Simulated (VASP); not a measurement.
# Ta4C3: single point with r2SCAN

Crystal: Ta4C3.

```xyz
7
Lattice="4.4248 0.0000 0.0000 0.0000 4.4248 0.0000 0.0000 0.0000 4.4248" Properties=species:S:1:pos:R:3 pbc="T T T"
Ta    0.0600    2.2124    2.2124
Ta    2.1957    0.0000    2.2124
Ta    2.1957    2.2124    0.0000
Ta   -0.0240    0.0000    0.0000
C     2.2043    0.0000    0.0000
C    -0.0157    2.2124    0.0000
C    -0.0157    0.0000    2.2124
```

This cell differs from its parent crystal: atoms displaced along a vibrational mode.

```yaml
Program: VASP 6.6.1
Task: single point
Functional: r2SCAN
Potentials_or_basis: VASP PAW PBE potentials, release 64 (Ta_pv, C)
Cutoff: 520 eV
k_mesh: 10 × 10 × 10
Occupations: gaussian, width 0.15 eV
Spin: no spin polarisation
```

```yaml
Pressure: 1.2 GPa
Largest_force: 0.415 eV/Å
Band_gap_on_the_k_mesh: zero (bands 28 and 29 overlap by 1.10 eV)
```

Forces in eV/Å, atoms in the order of the input:
```
Ta  -0.415  0.000  0.000
Ta   0.117  0.000  0.000
Ta   0.117  0.000  0.000
Ta   0.171  0.000  0.000
C    0.002  0.000  0.000
C    0.005  0.000  0.000
C    0.005  0.000  0.000
```

Stress tensor (GPa, compression positive):
```
1.11 0.00 0.00
0.00 1.28 0.00
0.00 0.00 1.28
```

Levels at points of the mesh, in eV from the Fermi level:
| k point | band 25 | band 26 | band 27 | band 28 | band 29 | band 30 | band 31 | band 32 |
| --- | --- | --- | --- | --- | --- | --- | --- | --- |
| (0.00, 0.00, 0.00) | -1.48 | -0.72 | -0.71 | -0.71 | -0.46 | -0.44 | -0.44 | 1.43 |
| (0.50, 0.00, 0.00) | -2.21 | -2.06 | -2.06 | 0.25 | 0.25 | 0.84 | 2.00 | 2.55 |
| (0.00, 0.50, 0.00) | -2.21 | -2.06 | -2.04 | 0.28 | 0.29 | 0.77 | 1.98 | 2.53 |
| (0.50, 0.50, 0.00) | -2.03 | -1.80 | -0.42 | -0.36 | 1.85 | 1.89 | 1.99 | 2.23 |
| (0.00, 0.50, 0.50) | -2.04 | -1.75 | -0.42 | -0.42 | 1.90 | 1.90 | 1.96 | 2.20 |
| (0.50, 0.50, 0.50) | -1.14 | -1.14 | -1.10 | -0.36 | 3.48 | 3.48 | 3.48 | 3.62 |

Wall time 16 min on 1 thread of AMD EPYC 9R45 96-Core Processor (Zen 5), with other jobs on the host, peak memory 0.41 GiB.

Caveat: the cell differs from its parent crystal (atoms displaced along a vibrational mode); the PAW data sets were made with another functional, which shifts forces and pressure a little; spin-orbit coupling is left out, which moves the levels of the heavy elements.
